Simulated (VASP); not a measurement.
Wanted: the native input for a VASP 6.6.1 run.

| Property | Result |
| --- | --- |
| Task | single point |
| Functional | PBE |
| Potentials or basis | VASP PAW PBE potentials, release 64 (Mo_sv, Rh_pv) |
| Cutoff | 400 eV |
| k mesh | 10 × 10 × 2 |
| Occupations | gaussian, width 0.1 eV |
| Spin | no spin polarisation |
| Dipole correction | no |
| k mesh for the DOS | 15 × 15 × 3 |
| Occupations for the DOS | tetrahedron |
| Further INCAR settings | ALGO = Normal; EDIFF = 1e-06 |

Mo5Rh:

```
CELL_PARAMETERS angstrom
3.18400 0.00000 0.00000
0.00000 3.18400 0.00000
0.00000 0.00000 18.44205
ATOMIC_POSITIONS crystal
Mo 0.00000 0.50000 0.11512
Mo 0.50000 0.00000 0.20213
Mo 0.50000 0.00000 0.88488
Mo 0.00000 0.50000 0.79787
Mo 0.50000 0.00000 0.71458
Mo 0.00000 0.50000 0.62671
Mo 0.50000 0.00000 0.54354
Mo 0.00000 0.50000 0.28542
Mo 0.50000 0.00000 0.37329
Mo 0.00000 0.50000 0.45646
Rh 0.50000 0.00000 0.04527
Rh 0.00000 0.50000 0.95473
```

These files were run (other wordings do the same):

POSCAR

```
Mo5Rh
1.0
    3.1840019853      0.0000000000      0.0000000000
    0.0000000000      3.1840019853      0.0000000000
    0.0000000000      0.0000000000     18.4420526304
Mo Rh
10 2
Direct
    0.0000000000      0.5000000000      0.1151154529
    0.5000000000      0.0000000000      0.2021345771
    0.5000000000      0.0000000000      0.8848845471
    0.0000000000      0.5000000000      0.7978654229
    0.5000000000      0.0000000000      0.7145811461
    0.0000000000      0.5000000000      0.6267088884
    0.5000000000      0.0000000000      0.5435439745
    0.0000000000      0.5000000000      0.2854188539
    0.5000000000      0.0000000000      0.3732911116
    0.0000000000      0.5000000000      0.4564560255
    0.5000000000      0.0000000000      0.0452695501
    0.0000000000      0.5000000000      0.9547304499
```

INCAR.step1

```
SYSTEM = Mo5Rh
PREC = Accurate
ENCUT = 400
EDIFF = 1E-6
ISMEAR = 0
SIGMA = 0.1
LREAL = .FALSE.
LASPH = .TRUE.
NELM = 120
ALGO = Normal
ISIF = 2
LWAVE = .FALSE.
LCHARG = .TRUE.
LMAXMIX = 4
GGA = PE
NBANDS = 97
GGA_COMPAT = .FALSE.
NEDOS = 2001
LORBIT = 11
```

KPOINTS.step1

```
regular mesh
0
G
  10 10 2
  0 0 0
```

INCAR.step2

```
SYSTEM = Mo5Rh
PREC = Accurate
ENCUT = 400
EDIFF = 1E-6
ISMEAR = -5
SIGMA = 0.1
LREAL = .FALSE.
LASPH = .TRUE.
NELM = 120
ALGO = Normal
ISIF = 2
LWAVE = .FALSE.
LCHARG = .FALSE.
LMAXMIX = 4
GGA = PE
LORBIT = 11
NEDOS = 2001
ICHARG = 11
GGA_COMPAT = .FALSE.
```

KPOINTS.step2

```
regular mesh
0
G
  15 15 3
  0 0 0
```

Potentials or basis: VASP PAW PBE potentials, release 64 (Mo_sv, Rh_pv).

Run with:

```bash
$ cat potpaw_PBE.64/Mo_sv/POTCAR potpaw_PBE.64/Rh_pv/POTCAR > POTCAR
$ cp INCAR.step1 INCAR
$ cp KPOINTS.step1 KPOINTS
$ mpirun -np 1 vasp_std > vasp.out
$ cp INCAR.step2 INCAR
$ cp KPOINTS.step2 KPOINTS
$ mpirun -np 1 vasp_std > vasp.out
```

It gave:

The valence electrons inside the program's atomic spheres are Mo 12.42, 12.48, 12.45, 12.46 (each value once); Rh 13.89.

It took 22 min on 1 thread of Intel(R) Xeon(R) Platinum 8559C (Emerald Rapids), with other jobs on the host, peak memory 0.68 GiB.
